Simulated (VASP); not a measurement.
# CsBr (Pm-3m) in VASP: relaxation of the atoms with PBE

Aim: the relaxation of the atoms of CsBr with PBE.

Everything below comes from runs of VASP 6.6.1. Logs are shortened: lines on timing, memory, paths and dates and some standing lists are left out, and cuts for length are marked.

## (1) The cell of the first run

It takes space group Pm-3m (No. 221, cubic). Conventional cell: a = 4.286 Å, b = 4.286 Å, c = 4.286 Å, α = 90.00°, β = 90.00°, γ = 90.00°. Cs (site symmetry m-3m) has 8 Br at 3.71 Å and 6 Cs at 4.29 Å within 4.9 Å. Br (site symmetry m-3m) has 8 Cs at 3.71 Å and 6 Br at 4.29 Å within 4.9 Å.

## (2) Relaxation of the atoms, PBE

INCAR reads:

```
PREC = Accurate ; ENCUT = 450
EDIFF = 1E-7 ; ISMEAR = -1
SIGMA = 0.02 ; LREAL = False
LASPH = True ; NELM = 120
ALGO = Normal ; ISIF = 2
LWAVE = False ; LCHARG = False
GGA = PE ; IBRION = 2
NSW = 80 ; EDIFFG = -0.02
GGA_COMPAT = False ; NELMIN = 4
```

KPOINTS reads:

```
Automatic mesh
0
Gamma
  7 7 7
```

POSCAR reads:

```
CsBr
1.0
    4.2860000000      0.0000000000      0.0000000000
    0.0000000000      4.2860000000      0.0000000000
    0.0000000000      0.0000000000      4.2860000000
Cs Br
1 1
Direct
    0.0000000000      0.0000000000      0.0000000000
    0.5000000000      0.5000000000      0.5000000000
```

Potentials or basis: VASP PAW PBE potentials, release 64 (Cs_sv, Br).

Launch:

```
cat potpaw_PBE.64/Cs_sv/POTCAR potpaw_PBE.64/Br/POTCAR > POTCAR
mpirun -np 1 vasp_std > vasp.out
```

OUTCAR:

```text
PREC = Accurate
   ENCUT = 450
   EDIFF = 1E-7
   ISMEAR = -1
   LREAL = False
   LASPH = True
   NELM = 120
   ISIF = 2
   GGA = PE
   IBRION = 2
   NSW = 80
   EDIFFG = -0.02
   NELMIN = 4

 ion  position               nearest neighbor table
   1  0.000  0.000  0.000-
   2  0.500  0.500  0.500-

  LATTYP: Found a simple cubic cell.
 ALAT       =     4.2860000000

  Lattice vectors:

 A1 = (   4.2860000000,   0.0000000000,   0.0000000000)
 A2 = (   0.0000000000,   4.2860000000,   0.0000000000)
 A3 = (   0.0000000000,   0.0000000000,   4.2860000000)

Analysis of symmetry for initial positions (statically):
=====================================================================
 Subroutine PRICEL returns:
 Original cell was already a primitive cell.

 Routine SETGRP: Setting up the symmetry group for a
 simple cubic supercell.

 Subroutine GETGRP returns: Found 48 space group operations
 (whereof 48 operations were pure point group operations)
 out of a pool of 48 trial point group operations.

The static configuration has the point symmetry O_h .

Analysis of symmetry for dynamics (positions and initial velocities):
=====================================================================
 Subroutine PRICEL returns:
 Original cell was already a primitive cell.

 Routine SETGRP: Setting up the symmetry group for a
 simple cubic supercell.

 Subroutine GETGRP returns: Found 48 space group operations
 (whereof 48 operations were pure point group operations)
 out of a pool of 48 trial point group operations.

The dynamic configuration has the point symmetry O_h .

 Subroutine INISYM returns: Found 48 space group operations
 (whereof 48 operations are pure point group operations),
 and found     1 'primitive' translations

----------------------------------------------------------------------------------------

                                     Primitive cell

  volume of cell :      78.7329

  direct lattice vectors                    reciprocal lattice vectors
     4.286000000  0.000000000  0.000000000     0.233317779  0.000000000  0.000000000
     0.000000000  4.286000000  0.000000000     0.000000000  0.233317779  0.000000000
     0.000000000  0.000000000  4.286000000     0.000000000  0.000000000  0.233317779

  length of vectors
     4.286000000  4.286000000  4.286000000     0.233317779  0.233317779  0.233317779

  position of ions in fractional coordinates (direct lattice)
     0.000000000  0.000000000  0.000000000
     0.500000000  0.500000000  0.500000000

  ion indices of the primitive-cell ions
   primitive index   ion index
                 1           1
                 2           2

----------------------------------------------------------------------------------------

 KPOINTS: Automatic mesh

Automatic generation of k-mesh.
 Grid dimensions read from file:
 generate k-points for:    7    7    7

 Generating k-lattice:

  Cartesian coordinates                     Fractional coordinates (reciprocal lattice)
     0.033331111  0.000000000  0.000000000     0.142857143  0.000000000  0.000000000
     0.000000000  0.033331111  0.000000000     0.000000000  0.142857143  0.000000000
     0.000000000  0.000000000  0.033331111     0.000000000  0.000000000  0.142857143

  Length of vectors
     0.033331111  0.033331111  0.033331111

  Shift w.r.t. Gamma in fractional coordinates (k-lattice)
     0.000000000  0.000000000  0.000000000

 Subroutine IBZKPT returns following result:
 ===========================================

 Found     20 irreducible k-points:

 Following reciprocal coordinates:
            Coordinates               Weight
  0.000000  0.000000  0.000000      1.000000
  0.142857  0.000000  0.000000      6.000000
  0.285714  0.000000  0.000000      6.000000
  0.428571  0.000000  0.000000      6.000000
  0.142857  0.142857  0.000000     12.000000
  0.285714  0.142857  0.000000     24.000000
[... 12 lines left out ...]
  0.428571  0.428571  0.285714     24.000000
  0.428571  0.428571  0.428571      8.000000
   k-points           NKPTS =     20   k-points in BZ     NKDIM =     20   number of bands    NBANDS=     12
   number of dos      NEDOS =    301   number of ions     NIONS =      2
   total plane-waves  NPLWV =  27000
   dimension x,y,z NGX =    30 NGY =   30 NGZ =   30
   dimension x,y,z NGXF=    60 NGYF=   60 NGZF=   60
   ions per type =               1   1
   NGX,Y,Z   is equivalent  to a cutoff of  11.64, 11.64, 11.64 a.u.
   NGXF,Y,Z  is equivalent  to a cutoff of  23.27, 23.27, 23.27 a.u.
 SYSTEM =  unknown system
   PREC   = accura    normal or accurate (medium, high low for compatibility)
   ISTART =      0    job   : 0-new  1-cont  2-samecut
   ICHARG =      2    charge: 1-file 2-atom 10-const
   ISPIN  =      1    spin polarized calculation?
   LNONCOLLINEAR =      F non collinear calculations
   LSORBIT =      F    spin-orbit coupling
   LASPH  =      T    aspherical Exc in radial PAW
   ENCUT  =  450.0 eV  33.07 Ry    5.75 a.u.   7.41  7.41  7.41*2*pi/ulx,y,z
   NELM   =    120;   NELMIN=  4; NELMDL= -5     # of ELM steps
   EDIFF  = 0.1E-06   stopping-criterion for ELM
   LREAL  =      F    real-space projection
   EDIFFG = -.2E-01   stopping-criterion for IOM
   NSW    =     80    number of steps for IOM
   IBRION =      2    ionic relax: 0-MD 1-quasi-New 2-CG
   NFREE  =      1    steps in history (QN), initial steepest desc. (CG)
   ISIF   =      2    stress and relaxation
   ISYM   =      2    0-nonsym 1-usesym 2-fastsym
   POTIM  = 0.5000    time-step for ionic-motion
   TEBEG  =    0.0;   TEEND  =   0.0 temperature during run
   PSTRESS=    0.0 pullay stress
   NELECT =      16.0000    total number of electrons
   NUPDOWN=      -1.0000    fix difference up-down
   EMIN   =  10.00;   EMAX   =-10.00  energy-range for DOS
   EFERMI =   0.00;   METHOD = LEGACY
   ISMEAR =    -1;   SIGMA  =   0.02  broadening in eV -4-tet -1-fermi 0-gaus
   EFERMI_NEDOS =   21; number of points for ismear=-14 and -15
   IALGO  =     38    algorithm
   IMIX   =      4    mixing-type and parameters
     AMIX     =   0.40;   BMIX     =  1.00
     AMIX_MAG =   1.60;   BMIX_MAG =  1.00
  volume/ion in A,a.u.               =      39.37       265.66
  Fermi-wavevector in a.u.,A,eV,Ry     =   0.962489  1.818841 12.604247  0.926386
  Thomas-Fermi vector in A             =   2.091953
   LORBIT       =      0    0 simple, 1 ext, 2 COOP (PROOUT), +10 PAW based schemes
   GGA     = PE    functional components
   LHFCALC =     F    Hartree Fock is set to
   AEXX    =    0.0000 exact exchange contribution
   IVDW    =     0    specifies the selected vdW correction
   LEPSILON=     F    determine dielectric tensor
   LRPA    =     F    only Hartree local field effects (RPA)
 conjugate gradient relaxation of ions
 non-spin polarized calculation
  energy-cutoff  :      450.00
  volume of cell :       78.73
 maximum number of plane-waves:      1743
 NGX is ok and might be reduce to    30
   NGX = 15   NGY = 15   NGZ = 15

 number of electron      15.9999996 magnetization

 Free energy of the ion-electron system (eV)
  ---------------------------------------------------
  ext. energy  EPLUGINS =         0.00000000
  ---------------------------------------------------
  free energy    TOTEN  =        -6.00440199 eV

  energy without entropy =       -6.00440199  energy(sigma->0) =       -6.00440199

 E-fermi :   0.2056     XC(G=0):  -8.0744

 val. band max:       -0.2982628637   @ k =   0.0000   0.0000   0.0000
 cond. band min:       4.2202721616   @ k =   0.0000   0.0000   0.0000
 fundamental gap:      4.5185350253
 Fermi energy:         0.2055751505

 k-point     1 :       0.0000    0.0000    0.0000
  band No.  band energies     occupation
      1     -20.0744      2.00000
      2     -12.6658      2.00000
      3      -6.6680      2.00000
      4      -6.6680      2.00000
      5      -6.6680      2.00000
      6      -0.2983      2.00000
      7      -0.2983      2.00000
      8      -0.2983      2.00000
      9       4.2203      0.00000
     10       4.6161      0.00000
     11       4.6161      0.00000
     12       8.8258      0.00000

 k-point     2 :       0.1429    0.0000    0.0000
  band No.  band energies     occupation
      1     -20.0644      2.00000
      2     -12.6685      2.00000
      3      -6.7479      2.00000
      4      -6.6484      2.00000
      5      -6.6484      2.00000
      6      -0.6155      2.00000
      7      -0.3368      2.00000
      8      -0.3368      2.00000
      9       4.7156      0.00000
     10       4.7476      0.00000
     11       5.0717      0.00000
     12       8.7103      0.00000

 k-point     3 :       0.2857    0.0000    0.0000
  band No.  band energies     occupation
      1     -20.0416      2.00000
      2     -12.6758      2.00000
      3      -6.9133      2.00000
      4      -6.6036      2.00000
      5      -6.6036      2.00000
      6      -1.1917      2.00000
      7      -0.4259      2.00000
      8      -0.4259      2.00000
      9       5.1122      0.00000
     10       5.8246      0.00000
     11       6.1907      0.00000
     12       8.5729      0.00000

 k-point     4 :       0.4286    0.0000    0.0000
  band No.  band energies     occupation
      1     -20.0232      2.00000
      2     -12.6828      2.00000
      3      -7.0331      2.00000
      4      -6.5667      2.00000
      5      -6.5667      2.00000
      6      -1.5736      2.00000
      7      -0.4998      2.00000
      8      -0.4998      2.00000
      9       5.5430      0.00000
     10       6.8338      0.00000
     11       7.2955      0.00000
     12       8.1903      0.00000

 k-point     5 :       0.1429    0.1429    0.0000
  band No.  band energies     occupation
      1     -20.0546      2.00000
      2     -12.6667      2.00000
      3      -6.7875      2.00000
      4      -6.6912      2.00000
      5      -6.6301      2.00000
      6      -0.7517      2.00000
      7      -0.4478      2.00000
      8      -0.3606      2.00000
      9       5.0182      0.00000
     10       5.0723      0.00000
     11       5.3567      0.00000
     12       8.3132      0.00000
[... 168 lines left out ...]
      1     -19.9835      2.00000
      2     -12.5865      2.00000
      3      -6.9471      2.00000
      4      -6.9471      2.00000
      5      -6.9199      2.00000
      6      -0.9697      2.00000
      7      -0.9697      2.00000
      8      -0.8353      2.00000
      9       6.5708      0.00000
     10       7.1017      0.00000
     11       7.1017      0.00000
     12       7.3846      0.00000

 k-point    18 :       0.4286    0.2857    0.2857
  band No.  band energies     occupation
      1     -19.9677      2.00000
      2     -12.5583      2.00000
      3      -7.1291      2.00000
      4      -6.9513      2.00000
      5      -6.8922      2.00000
      6      -1.1610      2.00000
      7      -1.1206      2.00000
      8      -0.7725      2.00000
      9       6.3816      0.00000
     10       6.7252      0.00000
     11       7.1450      0.00000
     12       7.7920      0.00000

 k-point    19 :       0.4286    0.4286    0.2857
  band No.  band energies     occupation
      1     -19.9524      2.00000
      2     -12.5261      2.00000
      3      -7.1225      2.00000
      4      -7.1194      2.00000
      5      -6.8736      2.00000
      6      -1.2498      2.00000
      7      -1.2141      2.00000
      8      -0.9984      2.00000
      9       6.6019      0.00000
     10       6.8880      0.00000
     11       7.3815      0.00000
     12       7.6575      0.00000

 k-point    20 :       0.4286    0.4286    0.4286
  band No.  band energies     occupation
      1     -19.9375      2.00000
      2     -12.4979      2.00000
      3      -7.0748      2.00000
      4      -7.0585      2.00000
      5      -7.0585      2.00000
      6      -1.4103      2.00000
      7      -1.4103      2.00000
      8      -1.3167      2.00000
      9       7.3276      0.00000
     10       7.8466      0.00000
     11       7.8466      0.00000
     12       8.7092      0.00000

------------------------ aborting loop because EDIFF is reached ----------------------------------------

  FORCE on cell =-STRESS in cart. coord.  units (eV):
  Direction    XX          YY          ZZ          XY          YZ          ZX
  --------------------------------------------------------------------------------------
  -------------------------------------------------------------------------------------
  Total        0.5360892      0.5360892      0.5360892     -0.0000000     -0.0000000      0.0000000
  in kB       10.9091551     10.9091551     10.9091551     -0.0000000     -0.0000000      0.0000000
  external PRESSURE =      10.9091551 kB  Pullay stress =       0.0000000 kB

 VOLUME and BASIS-vectors are now :
 -----------------------------------------------------------------------------
  energy-cutoff  :      450.00
  volume of cell :       78.73
      direct lattice vectors                 reciprocal lattice vectors
     4.286000000  0.000000000  0.000000000     0.233317779  0.000000000  0.000000000
     0.000000000  4.286000000  0.000000000     0.000000000  0.233317779  0.000000000
     0.000000000  0.000000000  4.286000000     0.000000000  0.000000000  0.233317779

 POSITION                                       TOTAL-FORCE (eV/Angst)
 -----------------------------------------------------------------------------------
      0.00000      0.00000      0.00000         0.000000      0.000000      0.000000
      2.14300      2.14300      2.14300         0.000000      0.000000      0.000000
 -----------------------------------------------------------------------------------
    total drift:                                0.000000      0.000000     -0.000000

  FREE ENERGIE OF THE ION-ELECTRON SYSTEM (eV)
  ---------------------------------------------------
  free  energy   TOTEN  =        -6.0044019925 eV

  energy  without entropy=       -6.0044019925  energy(sigma->0) =       -6.00440199

 reached required accuracy - stopping structural energy minimisation
```

Wall time 18 s (1 thread of Intel Xeon 8259CL, shared host); peak memory 0.17 GiB.

What came out:

- Free energy: -6.0044 eV
- Pressure after relaxing: 1.1 GPa
- Band gap on the k mesh: 4.52 eV

Final structure:
```
CELL_PARAMETERS angstrom
4.28600 0.00000 0.00000
0.00000 4.28600 0.00000
0.00000 0.00000 4.28600
ATOMIC_POSITIONS crystal
Cs 0.00000 0.00000 0.00000
Br 0.50000 0.50000 0.50000
```

Caveat: the relaxation stopped at its first step, so nothing moved; spin-orbit coupling is left out, which moves the levels of the heavy elements; an odd mesh through Γ misses points on the zone boundary, where band edges can lie.
